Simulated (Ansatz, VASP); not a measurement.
## Li3ZrN2: VASP beside Ansatz

File INCAR:

```
PREC = Accurate
ENCUT = 520
EDIFF = 1E-6
ISMEAR = 0
SIGMA = 0.2
LREAL = F
LASPH = T
NELM = 60
ALGO = Normal
ISIF = 2
LWAVE = F
LCHARG = F
GGA = PE
NBANDS = 43
```

Contents of KPOINTS:

```
Automatic mesh
0
Gamma
  6 4 2
```

POSCAR

```
Li3ZrN2
1.0
    3.1813593885      0.0000000000      0.0000000000
    0.0000000000      5.5102760979      0.0000000000
    0.0000000000      0.0000000000      9.9676389368
Li Zr N
6 2 4
Direct
    0.5000000000      0.1666666667      0.2758162157
    1.0000000000      0.6666666667      0.2758162157
    0.5000000000      0.1666666667      0.7241837843
    1.0000000000      0.6666666667      0.7241837843
    0.5000000000      0.5000000000      0.0000000000
    0.0000000000      1.0000000000      0.0000000000
    1.0000000000      0.0000000000      0.5000000000
    0.5000000000      0.5000000000      0.5000000000
    1.0000000000      0.3333333333      0.6302982169
    0.5000000000      0.8333333333      0.6302982169
    1.0000000000      0.3333333333      0.3697017831
    0.5000000000      0.8333333333      0.3697017831
```

Input for Ansatz:

```yaml
crystal:
  lattice:
    - [3.1813593885, 0.0, 0.0]
    - [0.0, 5.5102760979, 0.0]
    - [0.0, 0.0, 9.9676389368]
  atoms:
    - { symbol: Li, position: [0.5, 0.1666666667, 0.2758162157] }
    - { symbol: Li, position: [1.0, 0.6666666667, 0.2758162157] }
    - { symbol: Li, position: [0.5, 0.1666666667, 0.7241837843] }
    - { symbol: Li, position: [1.0, 0.6666666667, 0.7241837843] }
    - { symbol: Li, position: [0.5, 0.5, 0.0] }
    - { symbol: Li, position: [0.0, 1.0, 0.0] }
    - { symbol: Zr, position: [1.0, 0.0, 0.5] }
    - { symbol: Zr, position: [0.5, 0.5, 0.5] }
    - { symbol: "N", position: [1.0, 0.3333333333, 0.6302982169] }
    - { symbol: "N", position: [0.5, 0.8333333333, 0.6302982169] }
    - { symbol: "N", position: [1.0, 0.3333333333, 0.3697017831] }
    - { symbol: "N", position: [0.5, 0.8333333333, 0.3697017831] }
basis:
  ecutwfc: 420
kpoints:
  mp_grid: { grid: [6, 4, 2] }
hamiltonian:
  xc: pbe
scf:
  occupations: { method: gaussian, width: 0.2 }
  lower_state_search: "off"
output:
  forces: true
  stress: true
  eigenvalues: true
```

Alike in both runs: task single point; functional PBE; k mesh 6 × 4 × 2; occupations gaussian, width 0.2 eV; no spin polarisation.

```csv
,VASP,Ansatz
version,VASP 6.6.1,Ansatz 0.2.0
potentials or method,"VASP PAW PBE potentials, release 64 (Li_sv, Zr_sv, N), cutoff 520 eV","scalar-relativistic, plane waves, PAW"
valence electrons in the cell,62,62
```

```csv
,VASP,Ansatz,Ansatz less VASP
gap on the k mesh at the Fermi level (eV),none,none,-
rms of the force components (eV/Å),0.011,0.006,-0.0044
```

Atom by atom the forces differ by 0.006 eV/Å (rms over components). A gap of «none» marks a metal or a gap that the smearing closes. With one functional, cell and mesh, what is left measures potentials, basis and numerics.

Noted on VASP's run: the cutoff is short for stress, so the pressure is rough.
